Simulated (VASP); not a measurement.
Here is a VASP 6.6.1 calculation.

POSCAR

```
NaH
1.0
    0.0000000000      2.4400000000      2.4400000000
    2.4400000000      0.0000000000      2.4400000000
    2.4400000000      2.4400000000      0.0000000000
Na H
1 1
Direct
    0.0000000000      0.0000000000      0.0072449465
    0.5000000000      0.5000000000      0.5000000000
```

File INCAR.step1:

```
  ALGO = Normal
  EDIFF = 1E-4
  ENCUT = 520
  GGA = PE
  ISMEAR = 0
  LASPH = T
  LCHARG = F
  LREAL = F
  LWAVE = T
  NBANDS = 11
  NELM = 100
  PREC = Accurate
  SIGMA = 0.05
```

Contents of INCAR.step2:

```
  ALGO = Normal
  EDIFF = 1E-6
  ENCUT = 520
  ISIF = 2
  ISMEAR = 0
  ISTART = 1
  LASPH = T
  LCHARG = F
  LMIXTAU = T
  LREAL = F
  LWAVE = F
  METAGGA = R2SCAN
  NBANDS = 11
  NELM = 100
  PREC = Accurate
  SIGMA = 0.05
```

Contents of KPOINTS:

```
k-points
0
Gamma
  8 8 8
```

Potentials or basis: VASP PAW PBE potentials, release 64 (Na_pv, H).

Launch:

```console
$ cat potpaw_PBE.64/Na_pv/POTCAR potpaw_PBE.64/H/POTCAR > POTCAR
$ cp INCAR.step1 INCAR
$ mpirun -np 1 vasp_std > vasp.out
$ cp INCAR.step2 INCAR
$ mpirun -np 1 vasp_std > vasp.out
```

(1) What does it give for the pressure?

(2) Predict the band gap on the k mesh.

(3) Estimate the largest force.

Answers

(1) -1.4 GPa.

(2) 4.32 eV, indirect (least direct gap 5.14 eV).

(3) 0.018 eV/Å.

Caveat: the cell differs from its parent crystal (all Na atoms moved +0.025 Å, as atom 1 along Cartesian [1 1 0]); the PAW data sets were made with another functional, which shifts forces and pressure a little.
